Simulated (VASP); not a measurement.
A run of VASP 6.6.1 is set up as follows.

The input INCAR:

```
ALGO = Normal
DIPOL = 0.5 0.5 0.500
EDIFF = 1E-6
ENCUT = 400
GGA = PS
GGA_COMPAT = F
IDIPOL = 3
ISIF = 2
ISMEAR = 0
LASPH = T
LCHARG = F
LDIPOL = T
LREAL = F
LWAVE = F
NBANDS = 86
NELM = 120
NELMDL = -8
PREC = Accurate
SIGMA = 0.05
```

KPOINTS

```
k-points
0
Gamma
  5 4 1
```

POSCAR

```
CdTe
1.0
    6.4893430549      0.0000000000      0.0000000000
   -3.2446715275      7.2553061001      0.0000000000
    0.0000000000      0.0000000000     25.8829591501
Te Cd
8 8
Direct
    0.1000000000      0.7000000000      0.2897659405
    0.8000000000      0.1000000000      0.3458283563
    0.5000000000      0.5000000000      0.4018907722
    0.2000000000      0.9000000000      0.4579531881
    0.9000000000      0.3000000000      0.5140156040
    0.6000000000      0.7000000000      0.5700780198
    0.3000000000      0.1000000000      0.6261404357
    0.0000000000      0.5000000000      0.6822028516
    0.7000000000      0.4000000000      0.3177971484
    0.4000000000      0.8000000000      0.3738595643
    0.1000000000      0.2000000000      0.4299219802
    0.8000000000      0.6000000000      0.4859843960
    0.5000000000      0.0000000000      0.5420468119
    0.2000000000      0.4000000000      0.5981092278
    0.9000000000      0.8000000000      0.6541716437
    0.6000000000      0.2000000000      0.7102340595
```

Potentials or basis: VASP PAW PBE potentials, release 64 (Te, Cd).

Launch:

```console
$ cat potpaw_PBE.64/Te/POTCAR potpaw_PBE.64/Cd/POTCAR > POTCAR
$ mpirun -np 1 vasp_std > vasp.out
```

Problem. What does it give for the largest force?

Solution. 1.153 eV/Å.

Forces on the atoms (eV/Å):
```
Te  -0.344 -0.118  0.045
Te  -0.001 -0.288 -0.237
Te  -0.177 -0.103  0.161
Te  -0.075  0.019  0.345
Te   0.000 -0.041  0.229
Te  -0.194  0.104  0.359
Te  -0.315 -0.130  0.419
Te  -0.032  0.180  0.643
Cd   0.939  0.444  0.502
Cd  -0.121  0.040 -0.425
Cd  -0.159  0.001 -0.297
Cd   0.161  0.003 -0.261
Cd   0.045 -0.027 -0.369
Cd  -0.260  0.081 -0.173
Cd   0.345 -0.408 -0.568
Cd   0.189  0.244 -0.373
```

Caveat: the PAW data sets were made with another functional, which shifts forces and pressure a little.
